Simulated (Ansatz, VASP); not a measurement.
# CoO: VASP beside Ansatz

File INCAR:

```
SYSTEM = CoO
PREC = Accurate
ENCUT = 600
EDIFF = 1E-6
ISMEAR = -1
SIGMA = 0.05
LREAL = .False.
LASPH = .True.
NELM = 200
ALGO = Normal
ISIF = 2
LWAVE = .False.
LCHARG = .False.
ISPIN = 2
MAGMOM = 2 0
LORBIT = 11
LMAXMIX = 4
GGA = PS
NBANDS = 18
GGA_COMPAT = .False.
```

File KPOINTS:

```
Automatic mesh
0
Gamma
  16 16 16
  0 0 0
```

The input POSCAR:

```
CoO
1.0
    0.0000000000      2.1315000000      2.0675550000
    2.1315000000      0.0000000000      2.0675550000
    2.1315000000      2.1315000000      0.0000000000
Co O
1 1
Direct
    0.0000000000      0.0000000000      0.0000000000
    0.5000000000      0.5000000000      0.5000000000
```

Input for Ansatz:

```yaml
crystal:
  lattice:
    - [0.0, 2.1315, 2.067555]
    - [2.1315, 0.0, 2.067555]
    - [2.1315, 2.1315, 0.0]
  atoms:
    - { symbol: Co, position: [0.0, 0.0, 0.0], spin: 2.0 }
    - { symbol: O, position: [0.5, 0.5, 0.5] }
magnetization:
  spin_polarized: true
kpoints:
  mp_grid: { grid: [16, 16, 16] }
  band_path:
    path:
      - [0.0, 0.0, 0.0]
      - [0.0, 0.5, 0.5]
      - [0.25, 0.75, 0.5]
      - [0.0, 0.5, 0.0]
      - [0.0, 0.0, 0.0]
      - [0.5, 0.5, 0.0]
      - [0.3828515251, 0.6171484749, 0.0]
      - [-0.3828515251, 0.3828515251, 0.0]
      - [0.0, 0.0, 0.0]
    npoints: 5
scf:
  occupations: { method: fermi_dirac, width: 0.05 }
hamiltonian:
  xc: pbesol
  pseudopotentials: { kind: all_electron, lapw: { basis_error: 0.0005 } }
output:
  forces: true
  stress: true
  eigenvalues: true
```

Change from the starting cell: zz strain of -3 %.

Alike in both runs: task single point; functional PBEsol; k mesh 16 × 16 × 16; occupations fermi-dirac, width 0.05 eV; collinear spin.

|  | VASP | Ansatz |
| --- | --- | --- |
| version | VASP 6.6.1 | Ansatz 0.2.0 |
| potentials or method | VASP PAW PBE potentials, release 64 (Co, O), cutoff 600 eV | all-electron LAPW, scalar-relativistic |

Ansatz gave:

- pressure (GPa): -6.0
- traceless stress, the component that is largest in VASP (GPa): 0.61
- net moment per atom (μB): 1.44
- size of the moment on the site where the two differ most (μB): 2.53

What did VASP give for the same quantities?

Pressure (GPa): -7.0; traceless stress, the component that is largest in VASP (GPa): 0.66; net moment per atom (μB): 1.42; size of the moment on the site where the two differ most (μB): 2.50.

VASP's potentials were made for PBE, not for PBEsol. Site moments also hang on the region over which each program counts them. Ansatz ran all-electron here, and VASP with PAW potentials.
